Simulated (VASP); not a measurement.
# B2N3O (P-4m2) in VASP: notebook, part 3 of 3

VASP 6.6.1. The steps go on from the part before.

## (6) Single point, PBE, collinear spin, ferromagnetic start

Input file INCAR:

```
SYSTEM = B2N3O
ALGO     = Normal         ! electronic algorithm
EDIFF    = 1E-7           ! SCF threshold, eV
ENCUT    = 520            ! plane-wave cutoff, eV
GGA      = PE             ! functional
ISIF     = 2              ! what is computed and relaxed
ISMEAR   = 0              ! smearing method
ISPIN    = 2              ! spin polarisation
LASPH    = .True.         ! aspherical terms in the spheres
LCHARG   = .True.         ! write CHGCAR
LELF     = .True.         ! ELF
LORBIT   = 11             ! projections on sites
LREAL    = .False.        ! projectors in reciprocal space
LVHAR    = .True.       
LWAVE    = .False.        ! write WAVECAR
MAGMOM   = 0 0 1 1 1 1    ! initial moments
NBANDS   = 26             ! bands
NELM     = 150            ! most SCF steps
PREC     = Accurate       ! precision mode
SIGMA    = 0.1            ! smearing width, eV
```

Input file KPOINTS:

```
k-points
0
Gamma
  6 6 4
  0 0 0
```

Input file POSCAR:

```
B2N3O
1.0
    3.1297004300      0.0000000000      0.0000000000
    0.0000000000      3.1297004300      0.0000000000
    0.0000000000      0.0000000000      5.7427081800
B N O
2 3 1
Direct
    0.0000000000      0.0000000000      0.3600756000
    0.0000000000      0.0000000000      0.6399244000
    0.0000000000      0.5000000000      0.8080149400
    0.5000000000      0.0000000000      0.1919850600
    0.0000000000      0.0000000000      0.0000000000
    0.5000000000      0.5000000000      0.0000000000
```

Potentials or basis: VASP PAW PBE potentials, release 64 (B, N, O).

The run is started by

```bash
> cat potpaw_PBE.64/B/POTCAR potpaw_PBE.64/N/POTCAR potpaw_PBE.64/O/POTCAR > POTCAR
> mpirun -np 1 vasp_std > vasp.out
```

OUTCAR:

```text
SYSTEM = B2N3O
   EDIFF = 1E-7
   ENCUT = 520
   GGA = PE
   ISIF = 2
   ISMEAR = 0
   ISPIN = 2
   LASPH = .True.
   LORBIT = 11
   LREAL = .False.
   NELM = 150
   PREC = Accurate

 ion  position               nearest neighbor table
   1  0.000  0.000  0.360-   2 1.61   4 1.84   4 1.84
   2  0.000  0.000  0.640-   1 1.61   3 1.84   3 1.84
   3  0.000  0.500  0.808-   2 1.84   2 1.84
   4  0.500  0.000  0.192-   1 1.84   1 1.84
   5  0.000  0.000  0.000-
   6  0.500  0.500  0.000-

  LATTYP: Found a simple tetragonal cell.
 ALAT       =     3.1297004300
 C/A-ratio  =     1.8349066655

  Lattice vectors:

[... 1583 lines left out ...]
      0.00000      0.00000      2.06781        -0.000000      0.000000     -2.886078
      0.00000      0.00000      3.67490        -0.000000      0.000000      2.886078
      0.00000      1.56485      4.64019        -0.000000     -0.000000     -3.553585
      1.56485      0.00000      1.10251         0.000000      0.000000      3.553585
      0.00000      0.00000      0.00000        -0.000000      0.000000     -0.000000
      1.56485      1.56485      0.00000        -0.000000     -0.000000     -0.000000
 -----------------------------------------------------------------------------------
    total drift:                                0.000000     -0.000000     -0.000000

  FREE ENERGIE OF THE ION-ELECTRON SYSTEM (eV)
  ---------------------------------------------------
  free  energy   TOTEN  =       -27.3403160629 eV

  energy  without entropy=      -27.3178900728  energy(sigma->0) =      -27.32910307

 total charge

# of ion       s       p       d       tot
------------------------------------------
    1        0.691   0.948   0.000   1.639
    2        0.691   0.948   0.000   1.639
    3        1.356   2.055   0.000   3.411
    4        1.356   2.055   0.000   3.411
    5        1.440   1.942   0.000   3.382
    6        1.675   3.061   0.000   4.737
--------------------------------------------------
tot          7.210  11.010   0.000  18.220

 magnetization (x)

# of ion       s       p       d       tot
------------------------------------------
    1        0.009   0.010   0.000   0.019
    2        0.009   0.010   0.000   0.019
    3        0.016   0.061   0.000   0.077
    4        0.016   0.061   0.000   0.077
    5        0.003   0.091   0.000   0.094
    6        0.004   0.359   0.000   0.363
--------------------------------------------------
tot          0.058   0.592   0.000   0.649
```

OSZICAR:

```text
N       E                     dE             d eps       ncg     rms          rms(c)
DAV:   1     0.940117804424E+02    0.94012E+02   -0.13144E+04  3120   0.956E+02
DAV:   2    -0.213400708653E+02   -0.11535E+03   -0.10703E+03  3974   0.215E+02
DAV:   3    -0.274158222234E+02   -0.60758E+01   -0.59139E+01  3572   0.443E+01
[... 12 lines left out ...]
DAV:  16    -0.273403133809E+02   -0.50941E-05   -0.18739E-05  3500   0.202E-02    0.717E-03
DAV:  17    -0.273403152912E+02   -0.19103E-05   -0.78033E-06  3348   0.131E-02    0.392E-03
DAV:  18    -0.273403158344E+02   -0.54319E-06   -0.10393E-06  3406   0.598E-03    0.204E-03
DAV:  19    -0.273403159874E+02   -0.15298E-06   -0.34973E-07  2314   0.282E-03    0.133E-03
DAV:  20    -0.273403160629E+02   -0.75573E-07   -0.39216E-07  2246   0.262E-03
   1 F= -.27340316E+02 E0= -.27329103E+02  d E =-.224260E-01  mag=     0.7753
```

stdout:

```text
POSCAR found type information on POSCAR B N O
 POSCAR found :  3 types and       6 ions
 scaLAPACK will be used
 LDA part: xc-table for (Slater+PW92), standard interpolation
 POSCAR, INCAR and KPOINTS ok, starting setup
 FFT: planning ... GRIDC
 FFT: planning ... GRID_SOFT
 FFT: planning ... GRID
 WAVECAR not read
 entering main loop
```

Run time: 60 s. Hardware: 1 thread of Intel Xeon Platinum 8488C (Sapphire Rapids), shared host; peak memory 0.22 GiB.

Results:

- Free energy: -27.3403 eV
- Pressure: -1.4 GPa
- Largest force: 3.554 eV/Å
- Net moment: 0.78 μB per cell
- Site moments: B +0.02; N +0.08, +0.09 (each value once); O +0.36 μB
- Valence electrons inside the program's atomic spheres: B 1.64; N 3.41, 3.38 (each value once); O 4.74

Forces on the atoms (eV/Å):
```
B    0.000  0.000 -2.886
B    0.000  0.000  2.886
N    0.000  0.000 -3.554
N    0.000  0.000  3.554
N    0.000  0.000  0.000
O    0.000  0.000  0.000
```

Levels at points of the mesh, in eV from the Fermi level:
Spin up:
| k point | band 10 | band 11 | band 12 | band 13 | band 14 | band 15 | band 16 | band 17 | band 18 | band 19 |
| --- | --- | --- | --- | --- | --- | --- | --- | --- | --- | --- |
| (0.00, 0.00, 0.00) | -4.22 | -3.09 | -2.24 | -0.82 | -0.36 | -0.36 | 0.64 | 0.64 | 4.08 | 4.26 |
| (0.50, 0.00, 0.00) | -5.21 | -4.27 | -1.16 | -0.39 | -0.23 | 0.56 | 0.70 | 1.29 | 2.84 | 3.07 |
| (0.50, 0.50, 0.00) | -2.24 | -1.75 | -1.75 | -1.68 | 0.30 | 0.30 | 1.82 | 1.93 | 2.49 | 2.49 |
| (0.00, 0.00, 0.50) | -3.26 | -2.95 | -2.40 | -1.52 | 0.03 | 0.03 | 0.56 | 0.56 | 3.18 | 4.25 |
| (0.50, 0.00, 0.50) | -5.45 | -4.73 | -1.22 | -0.58 | 0.00 | 0.55 | 0.78 | 1.25 | 2.77 | 3.90 |
| (0.50, 0.50, 0.50) | -4.07 | -1.44 | -0.54 | -0.54 | 0.21 | 0.21 | 0.96 | 0.96 | 1.69 | 2.71 |
Spin down:
| k point | band 10 | band 11 | band 12 | band 13 | band 14 | band 15 | band 16 | band 17 |
| --- | --- | --- | --- | --- | --- | --- | --- | --- |
| (0.00, 0.00, 0.00) | -3.96 | -2.97 | -1.88 | -0.59 | -0.10 | -0.10 | 1.08 | 1.08 |
| (0.50, 0.00, 0.00) | -4.97 | -4.02 | -0.94 | -0.13 | -0.05 | 1.02 | 1.16 | 1.51 |
| (0.50, 0.50, 0.00) | -2.15 | -1.60 | -1.60 | -1.47 | 0.95 | 0.95 | 1.96 | 2.28 |
| (0.00, 0.00, 0.50) | -3.02 | -2.78 | -2.15 | -1.26 | 0.56 | 0.56 | 0.76 | 0.76 |
| (0.50, 0.00, 0.50) | -5.04 | -4.33 | -1.05 | -0.42 | 0.21 | 1.00 | 1.26 | 1.55 |
| (0.50, 0.50, 0.50) | -3.94 | -1.21 | -0.15 | -0.15 | 0.44 | 0.44 | 1.33 | 1.33 |

Caveat: forces of over 1 eV/Å act on the atoms, so gaps and moduli don't describe the material at rest.

## (7) The runs side by side

```tsv
task	spin	cell	k mesh	cutoff (eV)	gap on the mesh (eV)	pressure (GPa)	moment (μB)	largest force (eV/Å)
single point	off	a = 3.130, b = 3.130, c = 5.743 Å, 6 atoms, atomic positions A	6 × 6 × 4	520	none	-1.8	-	3.86
single point	off	a = 2.631, b = 2.631, c = 10.286 Å, 6 atoms, atomic positions B	6 × 6 × 4	520	none	-0.4	-	0.03
relaxation of cell and atoms	off	relaxed from a = 3.130, b = 3.130, c = 5.743 Å, 6 atoms, atomic positions A	6 × 6 × 4	600	none	-0.1	-	0.04
single point	collinear, ferromagnetic start	a = 2.631, b = 2.631, c = 10.286 Å, 6 atoms, atomic positions B	6 × 6 × 2	520	none	0.6	0.62	0.09
single point	collinear, ferromagnetic start	a = 3.130, b = 3.130, c = 5.743 Å, 6 atoms, atomic positions A	6 × 6 × 4	520	none	-1.4	0.78	3.55
```

Alike in all rows: level PBE; potentials or basis VASP PAW PBE potentials, release 64 (B, N, O); smearing gaussian 0.1 eV.

Caveats: some runs use coarse meshes; an odd number of electrons without spin polarisation forces a metal (at least some runs); a magnetic or distorted state may lie lower (at least some runs); this functional lacks dispersion, which binds the layers, so the pressure and a relaxed spacing across them are unreliable (at least some runs); a cell axis changed by over 15 % at a fixed basis, so the end point is rough (at least some runs); forces of over 1 eV/Å act on the atoms, so gaps and moduli don't describe the material at rest (at least some runs).

Absolute energies hang on the potentials; compare differences alone.
